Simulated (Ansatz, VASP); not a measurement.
HfAl5N6 in VASP and in Ansatz

```
CELL_PARAMETERS angstrom
3.34960 0.00000 0.00000
-1.67480 2.90084 0.00000
0.00000 0.00000 16.40962
ATOMIC_POSITIONS crystal
Hf 0.00000 0.00000 0.50000
Al 0.33333 0.66667 0.83333
Al 0.66667 0.33333 0.66667
Al 0.33333 0.66667 0.33333
Al 0.66667 0.33333 0.16667
Al 0.00000 0.00000 0.00000
N 0.00000 0.00000 0.75000
N 0.33333 0.66667 0.58333
N 0.66667 0.33333 0.41667
N 0.00000 0.00000 0.25000
N 0.33333 0.66667 0.08333
N 0.66667 0.33333 0.91667
```

Alike in both runs: task relaxation of cell and atoms; functional PBE; k mesh 6 × 6 × 1; occupations gaussian, width 0.1 eV; no spin polarisation.

```csv
,VASP,Ansatz
version,VASP 6.6.1,Ansatz 0.2.0
potentials or method,"VASP PAW PBE potentials, release 64 (Hf_pv, Al, N), cutoff 600 eV","scalar-relativistic, plane waves, PAW"
valence electrons in the cell,55,71
```

|  | VASP | Ansatz | Ansatz less VASP |
| --- | --- | --- | --- |
| gap on the k mesh at the Fermi level, each at its own relaxed structure (eV) | none | none | - |
| relaxed volume (Å³/atom) | 9.03 | 9.05 | +0.016 |
| relaxed length of the cell vector where the two differ most in proportion (Å) | 14.575 | 14.592 | +0.0171 |

A gap of «none» marks a metal or a gap that the smearing closes. VASP's potentials hold 55 valence electrons a cell and Ansatz's 71, so a difference there can come from the potentials and not from the codes.

The k mesh is coarse, so the values compare programs but aren't converged. Neither program's run includes spin-orbit coupling. Noted on VASP's run: the volume moved by over 15 % at a fixed basis, so the end points are rough.
